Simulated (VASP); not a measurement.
# TePb in VASP: single point with PBE

Aim: the single point of TePb with PBE.

Program: VASP 6.6.1. These are calculated values, not measurements. Logs are shortened: lines on timing, memory, paths and dates and some standing lists are left out, and cuts for length are marked.

## 1. The cell of the first run

The typed cell holds 8 atoms: a = 9.172 Å, b = 4.586 Å, c = 6.499 Å, α = 90.00°, β = 90.00°, γ = 90.00°.

## 2. Single point, PBE

Input file INCAR:

```
PREC = Accurate
ENCUT = 520
EDIFF = 1E-6
ISMEAR = 0
SIGMA = 0.01
LREAL = F
LASPH = T
NELM = 60
ALGO = Normal
ISIF = 2
LWAVE = F
LCHARG = F
GGA = PE
NBANDS = 50
```

Input file KPOINTS:

```
regular mesh
0
Gamma
  4 6 4
```

Input file POSCAR:

```
TePb
1.0
    9.1717980196      0.0000000000      0.0000000000
    0.0000000000      4.5855587009      0.0000000000
    0.0000000000      0.0000000000      6.4986202537
Te Pb
4 4
Direct
    0.1249974792      0.7500000000      0.2500088008
    0.6249974792      0.7500000000      0.2499911992
    0.3750025208      0.2500000000      0.7500088008
    0.8750025208      0.2500000000      0.7499911992
    0.1250418003      0.7500000000      0.7499686842
    0.6250418003      0.7500000000      0.7500313158
    0.3749581997      0.2500000000      0.2499686842
    0.8749581997      0.2500000000      0.2500313158
```

Potentials or basis: VASP PAW PBE potentials, release 64 (Te, Pb_d).

Launch:

```console
> cat potpaw_PBE.64/Te/POTCAR potpaw_PBE.64/Pb_d/POTCAR > POTCAR
> mpirun -np 1 vasp_std > vasp.out
```

OUTCAR:

```text
PREC = Accurate
   ENCUT = 520
   EDIFF = 1E-6
   ISMEAR = 0
   LREAL = F
   LASPH = T
   NELM = 60
   ISIF = 2
   GGA = PE

 ion  position               nearest neighbor table
   1  0.125  0.750  0.250-   7 3.24   7 3.24   8 3.24   8 3.24   5 3.25   5 3.25
   2  0.625  0.750  0.250-   8 3.24   8 3.24   7 3.24   7 3.24   6 3.25   6 3.25
   3  0.375  0.250  0.750-   5 3.24   5 3.24   6 3.24   6 3.24   7 3.25   7 3.25
   4  0.875  0.250  0.750-   6 3.24   6 3.24   5 3.24   5 3.24   8 3.25   8 3.25
   5  0.125  0.750  0.750-   3 3.24   3 3.24   4 3.24   4 3.24   1 3.25   1 3.25
   6  0.625  0.750  0.750-   4 3.24   4 3.24   3 3.24   3 3.24   2 3.25   2 3.25
   7  0.375  0.250  0.250-   1 3.24   1 3.24   2 3.24   2 3.24   3 3.25   3 3.25
   8  0.875  0.250  0.250-   2 3.24   2 3.24   1 3.24   1 3.24   4 3.25   4 3.25

  LATTYP: Found a simple orthorhombic cell.
 ALAT       =     4.5855587009
 B/A-ratio  =     1.4171926863
 C/A-ratio  =     2.0001484264

  Lattice vectors:

 A1 = (   0.0000000000,   4.5855587009,   0.0000000000)
 A2 = (   0.0000000000,   0.0000000000,   6.4986202537)
 A3 = (   9.1717980196,   0.0000000000,   0.0000000000)

Analysis of symmetry for initial positions (statically):
=====================================================================
 Subroutine PRICEL returns:
 Original cell was already a primitive cell.

 Routine SETGRP: Setting up the symmetry group for a
 simple orthorhombic supercell.

 Subroutine GETGRP returns: Found  8 space group operations
 (whereof  2 operations were pure point group operations)
 out of a pool of  8 trial point group operations.

The static configuration has the point symmetry S_2 .
 The point group associated with its full space group is D_2h.

Analysis of symmetry for dynamics (positions and initial velocities):
=====================================================================
 Subroutine PRICEL returns:
 Original cell was already a primitive cell.

 Routine SETGRP: Setting up the symmetry group for a
 simple orthorhombic supercell.

 Subroutine GETGRP returns: Found  8 space group operations
 (whereof  2 operations were pure point group operations)
 out of a pool of  8 trial point group operations.

The dynamic configuration has the point symmetry S_2 .
 The point group associated with its full space group is D_2h.

 Subroutine INISYM returns: Found  8 space group operations
 (whereof  2 operations are pure point group operations),
 and found     1 'primitive' translations

----------------------------------------------------------------------------------------

                                     Primitive cell

  volume of cell :     273.3178

  direct lattice vectors                    reciprocal lattice vectors
     9.171798020  0.000000000  0.000000000     0.109029876  0.000000000  0.000000000
     0.000000000  4.585558701  0.000000000     0.000000000  0.218075935  0.000000000
     0.000000000  0.000000000  6.498620254     0.000000000  0.000000000  0.153878817

  length of vectors
     9.171798020  4.585558701  6.498620254     0.109029876  0.218075935  0.153878817

  position of ions in fractional coordinates (direct lattice)
     0.124997479  0.750000000  0.250008801
     0.624997479  0.750000000  0.249991199
     0.375002521  0.250000000  0.750008801
     0.875002521  0.250000000  0.749991199
     0.125041800  0.750000000  0.749968684
     0.625041800  0.750000000  0.750031316
     0.374958200  0.250000000  0.249968684
     0.874958200  0.250000000  0.250031316

  ion indices of the primitive-cell ions
   primitive index   ion index
                 1           1
                 2           2
                 3           3
                 4           4
                 5           5
                 6           6
                 7           7
                 8           8

----------------------------------------------------------------------------------------

 KPOINTS: regular mesh

Automatic generation of k-mesh.
 Grid dimensions read from file:
 generate k-points for:    4    6    4

 Generating k-lattice:

  Cartesian coordinates                     Fractional coordinates (reciprocal lattice)
     0.027257469  0.000000000  0.000000000     0.250000000  0.000000000  0.000000000
     0.000000000  0.036345989  0.000000000     0.000000000  0.166666667  0.000000000
     0.000000000  0.000000000  0.038469704     0.000000000  0.000000000  0.250000000

  Length of vectors
     0.027257469  0.036345989  0.038469704

  Shift w.r.t. Gamma in fractional coordinates (k-lattice)
     0.000000000  0.000000000  0.000000000

 Subroutine IBZKPT returns following result:
 ===========================================

 Found     36 irreducible k-points:

 Following reciprocal coordinates:
            Coordinates               Weight
  0.000000  0.000000  0.000000      1.000000
  0.250000  0.000000  0.000000      2.000000
  0.500000  0.000000  0.000000      1.000000
  0.000000  0.166667  0.000000      2.000000
  0.250000  0.166667  0.000000      4.000000
  0.500000  0.166667  0.000000      2.000000
[... 16 lines left out ...]
  0.250000  0.500000  0.250000      4.000000
  0.500000  0.500000  0.250000      2.000000
 [... further k-points ...]
   k-points           NKPTS =     36   k-points in BZ     NKDIM =     36   number of bands    NBANDS=     50
   number of dos      NEDOS =    301   number of ions     NIONS =      8
   total plane-waves  NPLWV = 120960
   dimension x,y,z NGX =    70 NGY =   36 NGZ =   48
   dimension x,y,z NGXF=   140 NGYF=   72 NGZF=   96
   ions per type =               4   4
   NGX,Y,Z   is equivalent  to a cutoff of  12.69, 13.05, 12.28 a.u.
   NGXF,Y,Z  is equivalent  to a cutoff of  25.38, 26.10, 24.56 a.u.
 SYSTEM =  unknown system
   PREC   = accura    normal or accurate (medium, high low for compatibility)
   ISTART =      0    job   : 0-new  1-cont  2-samecut
   ICHARG =      2    charge: 1-file 2-atom 10-const
   ISPIN  =      1    spin polarized calculation?
   LNONCOLLINEAR =      F non collinear calculations
   LSORBIT =      F    spin-orbit coupling
   LASPH  =      T    aspherical Exc in radial PAW
   ENCUT  =  520.0 eV  38.22 Ry    6.18 a.u.  17.05  8.53 12.08*2*pi/ulx,y,z
   NELM   =     60;   NELMIN=  2; NELMDL= -5     # of ELM steps
   EDIFF  = 0.1E-05   stopping-criterion for ELM
   LREAL  =      F    real-space projection
   EDIFFG = 0.1E-04   stopping-criterion for IOM
   NSW    =      0    number of steps for IOM
   IBRION =     -1    ionic relax: 0-MD 1-quasi-New 2-CG
   NFREE  =      0    steps in history (QN), initial steepest desc. (CG)
   ISIF   =      2    stress and relaxation
   ISYM   =      2    0-nonsym 1-usesym 2-fastsym
   POTIM  = 0.5000    time-step for ionic-motion
   TEBEG  =    0.0;   TEEND  =   0.0 temperature during run
   PSTRESS=    0.0 pullay stress
   NELECT =      80.0000    total number of electrons
   NUPDOWN=      -1.0000    fix difference up-down
   EMIN   =  10.00;   EMAX   =-10.00  energy-range for DOS
   EFERMI =   0.00;   METHOD = LEGACY
   ISMEAR =     0;   SIGMA  =   0.01  broadening in eV -4-tet -1-fermi 0-gaus
   EFERMI_NEDOS =   21; number of points for ismear=-14 and -15
   IALGO  =     38    algorithm
   IMIX   =      4    mixing-type and parameters
     AMIX     =   0.40;   BMIX     =  1.00
     AMIX_MAG =   1.60;   BMIX_MAG =  1.00
  volume/ion in A,a.u.               =      34.16       230.55
  Fermi-wavevector in a.u.,A,eV,Ry     =   1.086965  2.054066 16.075185  1.181493
  Thomas-Fermi vector in A             =   2.223114
   LORBIT       =      0    0 simple, 1 ext, 2 COOP (PROOUT), +10 PAW based schemes
   GGA     = PE    functional components
   LHFCALC =     F    Hartree Fock is set to
   AEXX    =    0.0000 exact exchange contribution
   IVDW    =     0    specifies the selected vdW correction
   LEPSILON=     F    determine dielectric tensor
   LRPA    =     F    only Hartree local field effects (RPA)
 non-spin polarized calculation
 Gauss-broadening in eV      SIGMA  =   0.01
  energy-cutoff  :      520.00
  volume of cell :      273.32
 maximum number of plane-waves:      7412
 NGX is ok and might be reduce to    70
   NGX = 35   NGY = 17   NGZ = 25

 number of electron      80.0000019 magnetization

 Free energy of the ion-electron system (eV)
  ---------------------------------------------------
  ext. energy  EPLUGINS =         0.00000000
  ---------------------------------------------------
  free energy    TOTEN  =       -30.03922014 eV

  energy without entropy =      -30.03922014  energy(sigma->0) =      -30.03922014

 E-fermi :   5.5261     XC(G=0):  -9.2431

 val. band max:        5.4576223876   @ k =   0.0000   0.0000   0.5000
 cond. band min:       6.2193032839   @ k =   0.0000   0.5000   0.5000
 fundamental gap:      0.7616808963
 Fermi energy:         5.5260582728

 k-point     1 :       0.0000    0.0000    0.0000
  band No.  band energies     occupation
      1     -11.2999      2.00000
      2     -11.2601      2.00000
      3     -11.2600      2.00000
      4     -11.2502      2.00000
      5     -11.2502      2.00000
      6     -11.2424      2.00000
[... 42 lines left out ...]
     49      10.0878      0.00000
     50      10.0882      0.00000

 k-point     2 :       0.2500    0.0000    0.0000
  band No.  band energies     occupation
      1     -11.2958      2.00000
      2     -11.2720      2.00000
      3     -11.2510      2.00000
      4     -11.2500      2.00000
      5     -11.2460      2.00000
      6     -11.2428      2.00000
[... 42 lines left out ...]
     49       9.6682      0.00000
     50      10.3622      0.00000

 k-point     3 :       0.5000    0.0000    0.0000
  band No.  band energies     occupation
      1     -11.2851      2.00000
      2     -11.2851      2.00000
      3     -11.2463      2.00000
      4     -11.2463      2.00000
      5     -11.2453      2.00000
      6     -11.2453      2.00000
[... 1102 lines left out ...]
     49       9.6128      0.00000
     50       9.6128      0.00000

 k-point    24 :       0.5000    0.5000    0.2500
  band No.  band energies     occupation
      1     -11.2756      2.00000
      2     -11.2756      2.00000
      3     -11.2756      2.00000
      4     -11.2756      2.00000
      5     -11.2427      2.00000
      6     -11.2427      2.00000
[... 42 lines left out ...]
     49       9.9588      0.00000
     50       9.9588      0.00000

 [... further k-points ...]

------------------------ aborting loop because EDIFF is reached ----------------------------------------

  FORCE on cell =-STRESS in cart. coord.  units (eV):
  Direction    XX          YY          ZZ          XY          YZ          ZX
  --------------------------------------------------------------------------------------
  -------------------------------------------------------------------------------------
  Total        2.4985038      2.4936220      2.5501948      0.0000000     -0.0000000      0.0000000
  in kB       14.6461239     14.6175066     14.9491343      0.0000000     -0.0000000      0.0000000
  external PRESSURE =      14.7375883 kB  Pullay stress =       0.0000000 kB

 VOLUME and BASIS-vectors are now :
 -----------------------------------------------------------------------------
  energy-cutoff  :      520.00
  volume of cell :      273.32
      direct lattice vectors                 reciprocal lattice vectors
     9.171798020  0.000000000  0.000000000     0.109029876  0.000000000  0.000000000
     0.000000000  4.585558701  0.000000000     0.000000000  0.218075935  0.000000000
     0.000000000  0.000000000  6.498620254     0.000000000  0.000000000  0.153878817

 POSITION                                       TOTAL-FORCE (eV/Angst)
 -----------------------------------------------------------------------------------
      1.14645      3.43917      1.62471        -0.000327      0.000000     -0.000336
      5.73235      3.43917      1.62460        -0.000327     -0.000000      0.000336
      3.43945      1.14639      4.87402         0.000327     -0.000000     -0.000336
      8.02535      1.14639      4.87391         0.000327     -0.000000      0.000336
      1.14686      3.43917      4.87376        -0.000355      0.000000      0.000348
      5.73276      3.43917      4.87417        -0.000355     -0.000000     -0.000348
      3.43904      1.14639      1.62445         0.000355     -0.000000      0.000348
      8.02494      1.14639      1.62486         0.000355     -0.000000     -0.000348
 -----------------------------------------------------------------------------------
    total drift:                               -0.000000     -0.000000      0.000000

  FREE ENERGIE OF THE ION-ELECTRON SYSTEM (eV)
  ---------------------------------------------------
  free  energy   TOTEN  =       -30.0392201434 eV

  energy  without entropy=      -30.0392201434  energy(sigma->0) =      -30.03922014
```

Run time: 8.8 min. Hardware: 1 thread of Intel Xeon Platinum 8259CL at 2.50GHz (Skylake/Cascade Lake), shared host; peak memory 0.57 GiB.

Results:

- Free energy: -30.0392 eV
- Pressure: 1.5 GPa
- Band gap on the k mesh: 0.76 eV

Levels at points of the mesh, in eV from the valence-band top:
```
           k point  band 36  band 37  band 38  band 39  band 40  band 41  band 42  band 43  band 44  band 45
(0.00, 0.00, 0.00)    -1.28    -1.03    -1.03    -0.59    -0.59     1.68     1.68     1.80     1.80     3.35
(0.50, 0.00, 0.00)    -1.82    -0.92    -0.92    -0.52    -0.52     2.18     2.18     2.43     2.43     3.57
(0.00, 0.50, 0.00)    -2.72    -1.03    -1.03    -0.59    -0.59     1.68     1.68     1.80     1.80     3.35
(0.50, 0.50, 0.00)    -2.87    -1.63    -1.63    -1.63    -1.63     3.27     3.27     3.27     3.27     4.08
(0.00, 0.00, 0.50)    -0.85    -0.84    -0.84     0.00     0.00     0.76     0.76     1.30     1.30     1.31
(0.50, 0.00, 0.50)    -1.53    -0.91    -0.91    -0.91    -0.91     1.83     1.83     1.83     1.83     2.75
(0.00, 0.50, 0.50)    -0.84    -0.35    -0.35     0.00     0.00     0.76     0.76     1.30     1.30     1.31
(0.50, 0.50, 0.50)    -2.50    -0.45    -0.45    -0.45    -0.45     1.35     1.35     1.35     1.35     3.57
```

Caveat: spin-orbit coupling is left out, which moves the levels of the heavy elements.
